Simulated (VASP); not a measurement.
# Si16Ge (a cell with a defect) in VASP: notebook

Si16Ge (a cell with a defect) is run at these levels: PBEsol; tasks: single point.

All numbers are computed with VASP 6.6.1; they aren't measurements. Logs are shortened: lines on timing, memory, paths and dates and some standing lists are left out, and cuts for length are marked.

### 1 The cell of the first run

The cell holds a defect, 17 atoms: a = 7.679 Å, b = 7.679 Å, c = 7.679 Å, α = 60.00°, β = 60.00°, γ = 60.00°.

### 2 Single point, PBEsol

The input, INCAR:

```
ALGO = Normal ; EDIFF = 1E-6
ENCUT = 520 ; GGA = PS
ISIF = 2 ; ISMEAR = 0
LASPH = True ; LCHARG = False
LREAL = Auto ; LWAVE = False
NBANDS = 53 ; NELM = 80
PREC = Accurate ; SIGMA = 0.05
```

The input, KPOINTS:

```
k-points
0
Gamma
  2 2 2
```

The input, POSCAR:

```
Si16Ge
1.0
    0.0000000000      5.4300000000      5.4300000000
    5.4300000000      0.0000000000      5.4300000000
    5.4300000000      5.4300000000      0.0000000000
Si Ge
16 1
Direct
   -0.0046943856      0.0046709476      0.0040087033
    0.1270985330      0.1243423125      0.1238997034
   -0.0047331700      0.0045064109      0.4953074724
    0.1208358342      0.1366431046      0.6208993724
   -0.0047362401      0.4957007495      0.0039878899
    0.1207099437      0.6215768187      0.1357852839
   -0.0006357915      0.5003343653      0.4994474844
    0.1208000567      0.6212052911      0.6208478161
    0.4998044582      0.0000890617     -0.0001660556
    0.6239336860      0.1245391262      0.1239866108
    0.5039451436      0.0046700068      0.4953602104
    0.6238586802      0.1243475608      0.6271271352
    0.5038804193      0.4959623246      0.0039437685
    0.6238959452      0.6273658649      0.1239438212
    0.5039321652      0.4957050885      0.4953101008
    0.6357039860      0.6215778118      0.6207750189
    0.2493522359      0.7503422545      0.7494389639
```

Potentials or basis: VASP PAW PBE potentials, release 64 (Si, Ge_d).

Started as:

```
cat potpaw_PBE.64/Si/POTCAR potpaw_PBE.64/Ge_d/POTCAR > POTCAR
mpirun -np 1 vasp_std > vasp.out
```

OUTCAR:

```text
EDIFF = 1E-6
   ENCUT = 520
   GGA = PS
   ISIF = 2
   ISMEAR = 0
   LASPH = True
   LREAL = Auto
   NELM = 80
   PREC = Accurate

 ion  position               nearest neighbor table
   1  0.995  0.005  0.004-   2 2.33  10 2.33   6 2.40   4 2.40  17 2.76
   2  0.127  0.124  0.124-   1 2.33   5 2.33   3 2.33   9 2.34
   3  0.995  0.005  0.495-   2 2.33  12 2.33   4 2.40   8 2.40  17 2.76
   4  0.121  0.137  0.621-   7 2.28  11 2.40   1 2.40   3 2.40  17 2.42
   5  0.995  0.496  0.004-   2 2.33  14 2.33   6 2.40   8 2.40  17 2.76
   6  0.121  0.622  0.136-   7 2.28   1 2.40   5 2.40  13 2.40  17 2.42
   7  0.999  0.500  0.499-  16 2.28   6 2.28   4 2.28   8 2.28
   8  0.121  0.621  0.621-   7 2.28  15 2.40   5 2.40   3 2.40  17 2.42
   9  0.500  0.000  1.000-   2 2.34  12 2.34  14 2.34  10 2.34
  10  0.624  0.125  0.124-   1 2.33  11 2.33  13 2.33   9 2.34
  11  0.504  0.005  0.495-  12 2.33  10 2.33  16 2.40   4 2.40  17 2.76
  12  0.624  0.124  0.627-  11 2.33  15 2.33   3 2.33   9 2.34
  13  0.504  0.496  0.004-  14 2.33  10 2.33  16 2.40   6 2.40  17 2.76
  14  0.624  0.627  0.124-  15 2.33   5 2.33  13 2.33   9 2.34
  15  0.504  0.496  0.495-  12 2.33  14 2.33  16 2.40   8 2.40  17 2.76
  16  0.636  0.622  0.621-   7 2.28  11 2.40  15 2.40  13 2.40  17 2.42
  17  0.249  0.750  0.749-   8 2.42   4 2.42   6 2.42  16 2.42   3 2.76   5 2.76  15 2.76   1 2.76
                            11 2.76  13 2.76

  LATTYP: Found a face centered cubic cell.
 ALAT       =    10.8600000000

  Lattice vectors:

 A1 = (   0.0000000000,   5.4300000000,   5.4300000000)
 A2 = (   5.4300000000,   0.0000000000,   5.4300000000)
 A3 = (   5.4300000000,   5.4300000000,   0.0000000000)

Analysis of symmetry for initial positions (statically):
=====================================================================
 Subroutine PRICEL returns:
 Original cell was already a primitive cell.

 Routine SETGRP: Setting up the symmetry group for a
 face centered cubic supercell.

 Subroutine GETGRP returns: Found  1 space group operations
 (whereof  1 operations were pure point group operations)
 out of a pool of 48 trial point group operations.

The static configuration has the point symmetry C_1 .

Analysis of symmetry for dynamics (positions and initial velocities):
=====================================================================
 Subroutine PRICEL returns:
 Original cell was already a primitive cell.

 Routine SETGRP: Setting up the symmetry group for a
 face centered cubic supercell.

 Subroutine GETGRP returns: Found  1 space group operations
 (whereof  1 operations were pure point group operations)
 out of a pool of 48 trial point group operations.

The dynamic configuration has the point symmetry C_1 .

 Subroutine INISYM returns: Found  1 space group operations
 (whereof  1 operations are pure point group operations),
 and found     1 'primitive' translations

----------------------------------------------------------------------------------------

                                     Primitive cell

  volume of cell :     320.2060

  direct lattice vectors                    reciprocal lattice vectors
     0.000000000  5.430000000  5.430000000    -0.092081031  0.092081031  0.092081031
     5.430000000  0.000000000  5.430000000     0.092081031 -0.092081031  0.092081031
     5.430000000  5.430000000  0.000000000     0.092081031  0.092081031 -0.092081031

  length of vectors
     7.679179644  7.679179644  7.679179644     0.159489025  0.159489025  0.159489025

  position of ions in fractional coordinates (direct lattice)
     0.995305614  0.004670948  0.004008703
     0.127098533  0.124342312  0.123899703
     0.995266830  0.004506411  0.495307472
     0.120835834  0.136643105  0.620899372
     0.995263760  0.495700750  0.003987890
     0.120709944  0.621576819  0.135785284
[... 9 lines left out ...]
     0.635703986  0.621577812  0.620775019
     0.249352236  0.750342254  0.749438964

  ion indices of the primitive-cell ions
   primitive index   ion index
                 1           1
                 2           2
                 3           3
                 4           4
                 5           5
                 6           6
[... 9 lines left out ...]
                16          16
                17          17

----------------------------------------------------------------------------------------

 KPOINTS: k-points

Automatic generation of k-mesh.
 Grid dimensions read from file:
 generate k-points for:    2    2    2

 Generating k-lattice:

  Cartesian coordinates                     Fractional coordinates (reciprocal lattice)
    -0.046040516  0.046040516  0.046040516     0.500000000  0.000000000  0.000000000
     0.046040516 -0.046040516  0.046040516     0.000000000  0.500000000  0.000000000
     0.046040516  0.046040516 -0.046040516     0.000000000  0.000000000  0.500000000

  Length of vectors
     0.079744512  0.079744512  0.079744512

  Shift w.r.t. Gamma in fractional coordinates (k-lattice)
     0.000000000  0.000000000  0.000000000

 Subroutine IBZKPT returns following result:
 ===========================================

 Found      8 irreducible k-points:

 Following reciprocal coordinates:
            Coordinates               Weight
  0.000000  0.000000  0.000000      1.000000
  0.500000  0.000000  0.000000      1.000000
  0.000000  0.500000  0.000000      1.000000
  0.000000  0.000000  0.500000      1.000000
  0.500000  0.500000  0.500000      1.000000
  0.500000  0.500000  0.000000      1.000000
  0.000000  0.500000  0.500000      1.000000
  0.500000  0.000000  0.500000      1.000000
   k-points           NKPTS =      8   k-points in BZ     NKDIM =      8   number of bands    NBANDS=     53
   number of dos      NEDOS =    301   number of ions     NIONS =     17
   total plane-waves  NPLWV = 216000
   dimension x,y,z NGX =    60 NGY =   60 NGZ =   60
   dimension x,y,z NGXF=   120 NGYF=  120 NGZF=  120
   ions per type =              16   1
   NGX,Y,Z   is equivalent  to a cutoff of  12.99, 12.99, 12.99 a.u.
   NGXF,Y,Z  is equivalent  to a cutoff of  25.98, 25.98, 25.98 a.u.
 SYSTEM =  unknown system
   PREC   = accura    normal or accurate (medium, high low for compatibility)
   ISTART =      0    job   : 0-new  1-cont  2-samecut
   ICHARG =      2    charge: 1-file 2-atom 10-const
   ISPIN  =      1    spin polarized calculation?
   LNONCOLLINEAR =      F non collinear calculations
   LSORBIT =      F    spin-orbit coupling
   LASPH  =      T    aspherical Exc in radial PAW
   ENCUT  =  520.0 eV  38.22 Ry    6.18 a.u.  14.28 14.28 14.28*2*pi/ulx,y,z
   NELM   =     80;   NELMIN=  2; NELMDL= -5     # of ELM steps
   EDIFF  = 0.1E-05   stopping-criterion for ELM
   LREAL  =      T    real-space projection
   EDIFFG = 0.1E-04   stopping-criterion for IOM
   NSW    =      0    number of steps for IOM
   IBRION =     -1    ionic relax: 0-MD 1-quasi-New 2-CG
   NFREE  =      0    steps in history (QN), initial steepest desc. (CG)
   ISIF   =      2    stress and relaxation
   ISYM   =      2    0-nonsym 1-usesym 2-fastsym
   POTIM  = 0.5000    time-step for ionic-motion
   TEBEG  =    0.0;   TEEND  =   0.0 temperature during run
   PSTRESS=    0.0 pullay stress
   NELECT =      78.0000    total number of electrons
   NUPDOWN=      -1.0000    fix difference up-down
   EMIN   =  10.00;   EMAX   =-10.00  energy-range for DOS
   EFERMI =   0.00;   METHOD = LEGACY
   ISMEAR =     0;   SIGMA  =   0.05  broadening in eV -4-tet -1-fermi 0-gaus
   EFERMI_NEDOS =   21; number of points for ismear=-14 and -15
   IALGO  =     38    algorithm
   IMIX   =      4    mixing-type and parameters
     AMIX     =   0.40;   BMIX     =  1.00
     AMIX_MAG =   1.60;   BMIX_MAG =  1.00
  volume/ion in A,a.u.               =      18.84       127.11
  Fermi-wavevector in a.u.,A,eV,Ry     =   1.022421  1.932096 14.222785  1.045345
  Thomas-Fermi vector in A             =   2.156100
   LORBIT       =      0    0 simple, 1 ext, 2 COOP (PROOUT), +10 PAW based schemes
   GGA     = PS    functional components
   LHFCALC =     F    Hartree Fock is set to
   AEXX    =    0.0000 exact exchange contribution
   IVDW    =     0    specifies the selected vdW correction
   LEPSILON=     F    determine dielectric tensor
   LRPA    =     F    only Hartree local field effects (RPA)
 non-spin polarized calculation
 Gauss-broadening in eV      SIGMA  =   0.05
  energy-cutoff  :      520.00
  volume of cell :      320.21
 maximum number of plane-waves:      8646
 NGX is ok and might be reduce to    60
   NGX = 29   NGY = 29   NGZ = 29

 number of electron      77.9999998 magnetization

 Free energy of the ion-electron system (eV)
  ---------------------------------------------------
  ext. energy  EPLUGINS =         0.00000000
  ---------------------------------------------------
  free energy    TOTEN  =       -92.78736137 eV

  energy without entropy =      -92.77913871  energy(sigma->0) =      -92.78325004

 E-fermi :   6.7945     XC(G=0):  -9.8842

 val. band max:        6.5580537981   @ k =   0.0000   0.0000   0.0000
 cond. band min:       6.7956085935   @ k =   0.0000   0.0000   0.0000
 fundamental gap:      0.2375547953
 Fermi energy:         6.7945016548

 k-point     1 :       0.0000    0.0000    0.0000
  band No.  band energies     occupation
      1     -18.2741      2.00000
      2     -18.2740      2.00000
      3     -18.2740      2.00000
      4     -18.2602      2.00000
      5     -18.2600      2.00000
      6      -6.6142      2.00000
[... 43 lines left out ...]
     50       8.0073      0.00000
     51       8.9843      0.00000

 k-point     2 :       0.5000    0.0000    0.0000
  band No.  band energies     occupation
      1     -18.2741      2.00000
      2     -18.2740      2.00000
      3     -18.2740      2.00000
      4     -18.2602      2.00000
      5     -18.2600      2.00000
      6      -6.2891      2.00000
[... 316 lines left out ...]
 k-point     8 :       0.5000    0.0000    0.5000
  band No.  band energies     occupation
      1     -18.2741      2.00000
      2     -18.2740      2.00000
      3     -18.2740      2.00000
      4     -18.2602      2.00000
      5     -18.2600      2.00000
      6      -6.1859      2.00000
[... 43 lines left out ...]
     50      10.2124      0.00000
     51      10.2134      0.00000
 [bands above 51 left out]

------------------------ aborting loop because EDIFF is reached ----------------------------------------

  FORCE on cell =-STRESS in cart. coord.  units (eV):
  Direction    XX          YY          ZZ          XY          YZ          ZX
  --------------------------------------------------------------------------------------
  -------------------------------------------------------------------------------------
  Total        9.4503868      9.4273946      9.4504305      0.0002691      0.0007599      0.0018459
  in kB       47.2857934     47.1707501     47.2860124      0.0013466      0.0038022      0.0092359
  external PRESSURE =      47.2475186 kB  Pullay stress =       0.0000000 kB

 VOLUME and BASIS-vectors are now :
 -----------------------------------------------------------------------------
  energy-cutoff  :      520.00
  volume of cell :      320.21
      direct lattice vectors                 reciprocal lattice vectors
     0.000000000  5.430000000  5.430000000    -0.092081031  0.092081031  0.092081031
     5.430000000  0.000000000  5.430000000     0.092081031 -0.092081031  0.092081031
     5.430000000  5.430000000  0.000000000     0.092081031  0.092081031 -0.092081031

 POSITION                                       TOTAL-FORCE (eV/Angst)
 -----------------------------------------------------------------------------------
      0.04713      5.42628      5.42987         0.000189     -0.001550     -0.001090
      1.34795      1.36292      1.36532         0.001109     -0.000035     -0.000442
      2.71399      8.09382      5.42877         0.000146     -0.001032      0.000204
      4.11346      4.02762      1.39811        -0.002259      0.001021     -0.002183
      2.71331      5.42594      8.09594         0.000359     -0.000558     -0.000160
      4.11248      1.39277      4.03062        -0.002051      0.000724      0.002584
[... 9 lines left out ...]
      6.74598      6.82268      6.82704         0.002906      0.000711     -0.001863
      8.14381      5.42344      5.42834         0.000369      0.002444      0.000603
 -----------------------------------------------------------------------------------
    total drift:                               -0.000141     -0.006666     -0.001010

  FREE ENERGIE OF THE ION-ELECTRON SYSTEM (eV)
  ---------------------------------------------------
  free  energy   TOTEN  =       -92.7873613724 eV

  energy  without entropy=      -92.7791387105  energy(sigma->0) =      -92.78325004
```

It took 1.8 min on 1 thread of Intel Xeon 6975P-C (Granite Rapids), shared host; peak memory 0.49 GiB.

Results:

```
Free energy            : -92.7874 eV
Pressure               : 4.7 GPa
Largest force          : 0.004 eV/Å
Band gap on the k mesh : zero (bands 39 and 40 overlap by 0.31 eV)
```

Forces in eV/Å, atoms in the order of the input:
```
Si   0.000 -0.002 -0.001
Si   0.001  0.000  0.000
Si   0.000 -0.001  0.000
Si  -0.002  0.001 -0.002
Si   0.000 -0.001  0.000
Si  -0.002  0.001  0.003
Si   0.000  0.004  0.001
Si   0.001  0.000  0.001
Si   0.000  0.001  0.000
Si  -0.001 -0.002 -0.001
Si   0.000 -0.002  0.000
Si  -0.001  0.000  0.001
Si  -0.001 -0.002  0.000
Si   0.000 -0.001  0.000
Si   0.000  0.000  0.000
Si   0.003  0.001 -0.002
Ge   0.000  0.002  0.001
```

Levels at points of the mesh, in eV from the Fermi level:
```
           k point  band 36  band 37  band 38  band 39  band 40  band 41  band 42  band 43
(0.00, 0.00, 0.00)    -0.72    -0.72    -0.72    -0.24    -0.24    -0.24     0.00     0.00
(0.50, 0.00, 0.00)    -1.44    -1.38    -1.38    -0.31     0.52     0.53     0.87     0.87
(0.00, 0.50, 0.00)    -1.44    -1.38    -1.38    -0.31     0.53     0.53     0.87     0.87
(0.00, 0.00, 0.50)    -1.44    -1.38    -1.38    -0.31     0.52     0.53     0.87     0.87
(0.50, 0.50, 0.50)    -1.44    -1.38    -1.38    -0.31     0.53     0.53     0.87     0.87
(0.50, 0.50, 0.00)    -1.99    -1.82    -1.26     0.07     0.81     1.06     1.07     1.07
(0.00, 0.50, 0.50)    -2.00    -1.82    -1.26     0.07     0.81     1.06     1.07     1.07
(0.50, 0.00, 0.50)    -1.99    -1.82    -1.26     0.07     0.81     1.06     1.07     1.07
```

Caveat: the k points lie up to 0.50 Å⁻¹ apart; the PAW data sets were made with another functional, which shifts forces and pressure a little.

(Continued in part 2 of 2.)

The gap in the log of VASP goes by the Fermi energy; the results here count the filled bands.